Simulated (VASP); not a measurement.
Set up this calculation in VASP 6.6.1, as the native input.

```
Task                   : single point
Functional             : LDA
Potentials or basis    : VASP PAW LDA potentials, release 64 (Cd)
Cutoff                 : 520 eV
k mesh                 : 9 × 9 × 4
Occupations            : fermi-dirac, width 0.05 eV
Spin                   : no spin polarisation
Dipole correction      : no
Further INCAR settings : ALGO = Normal; EDIFF = 1e-06; NBANDS = 19
```

The structure of Cd lies in POSCAR:

```
Cd
1.0
    2.9082345046      0.0000000000      0.0000000000
   -1.4541172523      2.5186049612      0.0000000000
    0.0000000000      0.0000000000      5.4844433843
Cd
2
Direct
    0.3333333333      0.6666666667      0.2500000000
    0.6666666667      0.3333333333      0.7500000000
```

The input as run:

INCAR

```
SYSTEM = Cd
ALGO = Normal ; EDIFF = 1E-6
ENCUT = 520 ; GGA = CA
ISIF = 2 ; ISMEAR = -1
LASPH = .TRUE. ; LCHARG = .FALSE.
LREAL = .FALSE. ; LWAVE = .FALSE.
NBANDS = 19 ; NELM = 80
PREC = Accurate ; SIGMA = 0.05
```

KPOINTS

```
k-points
0
G
  9 9 4
  0 0 0
```

Potentials or basis: VASP PAW LDA potentials, release 64 (Cd).

The run is started by

```console
$ cat potpaw_LDA.64/Cd/POTCAR > POTCAR
$ mpirun -np 1 vasp_std > vasp.out
```

Results of the run:

| Item | Value |
| --- | --- |
| Pressure | 0.7 GPa |
| Band gap on the k mesh | zero (bands 12 and 13 overlap by 4.06 eV) |

Run time: 18 s on 1 thread of Intel Xeon 8259CL (shared host), peak memory 0.15 GiB.
